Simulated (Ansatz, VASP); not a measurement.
# Bi in VASP and in Ansatz

```
Bi
1.0
     2.30709    1.33200    3.83538
    -2.30709    1.33200    3.83538
     0.00000   -2.66400    3.83538
Bi
2
Cartesian
  0.0000 0.0000 2.6912
  0.0000 0.0000 8.8150
```

Change from the starting cell: strain +0.015 along x and y, -0.030 along z, atoms carried along.

Alike in both runs: task single point; functional PBEsol; k mesh 12 × 12 × 12; occupations gaussian, width 0.15 eV; no spin polarisation.

|  | VASP | Ansatz |
| --- | --- | --- |
| version | VASP 6.6.1 | Ansatz 0.2.0 |
| potentials or method | VASP PAW PBE potentials, release 64 (Bi_d), cutoff 520 eV | scalar-relativistic, plane waves, PAW |
| valence electrons in the cell | 30 | 30 |

|  | VASP | Ansatz | Ansatz less VASP |
| --- | --- | --- | --- |
| gap on the k mesh at the Fermi level (eV) | none | none | - |
| pressure (GPa) | -0.9 | -0.8 | +0.05 |
| traceless stress, the component that is largest in VASP (GPa) | 0.93 | 0.93 | +0.004 |
| rms of the force components (eV/Å) | 0.110 | 0.107 | -0.0027 |

VASP's potentials were made for PBE, not for PBEsol. Atom by atom the forces differ by 0.003 eV/Å (rms over components). A gap of «none» marks a metal or a gap that the smearing closes. The functional is the same, so the differences come from potentials, cutoffs and numerics.

Spin-orbit coupling is off throughout.
